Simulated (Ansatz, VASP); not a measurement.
## ZnCd3Se2 in VASP and in Ansatz

```
CELL_PARAMETERS angstrom
7.06292 0.00000 0.00000
-3.53146 6.11667 0.00000
0.00000 0.00000 3.99798
ATOMIC_POSITIONS crystal
Zn 0.00000 0.00000 0.50000
Cd 0.00000 0.50000 0.00000
Cd 0.50000 0.00000 0.00000
Cd 0.50000 0.50000 0.00000
Se 0.33333 0.66667 0.50000
Se 0.66667 0.33333 0.50000
```

Change from the starting cell: species swapped into the TmB2Rh3 type (P6/mmm, No. 191).

Alike in both runs: functional PBE; k mesh 3 × 3 × 4; occupations gaussian, width 0.1 eV; no spin polarisation.

Ansatz relaxed the structure, and its values are those at the end. VASP's run is a single point on that final structure, the one shown.

|  | VASP | Ansatz |
| --- | --- | --- |
| version | VASP 6.6.1 | Ansatz 0.2.0 |
| potentials or method | VASP PAW PBE potentials, release 64 (Zn, Cd, Se), cutoff 520 eV | scalar-relativistic, plane waves, PAW |
| valence electrons in the cell | 60 | 104 |

Ansatz gave:

| Item | Value |
| --- | --- |
| gap on the k mesh at the Fermi level (eV) | none |
| pressure (GPa) | 0.2 |

Q: What did VASP give for the same quantities?

A: gap on the k mesh at the Fermi level (eV): none; pressure (GPa): 0.4.

A gap of «none» marks a metal or a gap that the smearing closes. VASP's potentials hold 60 valence electrons a cell and Ansatz's 104, so a difference there can come from the potentials and not from the codes.

The k mesh is coarse, so the values compare programs but aren't converged.
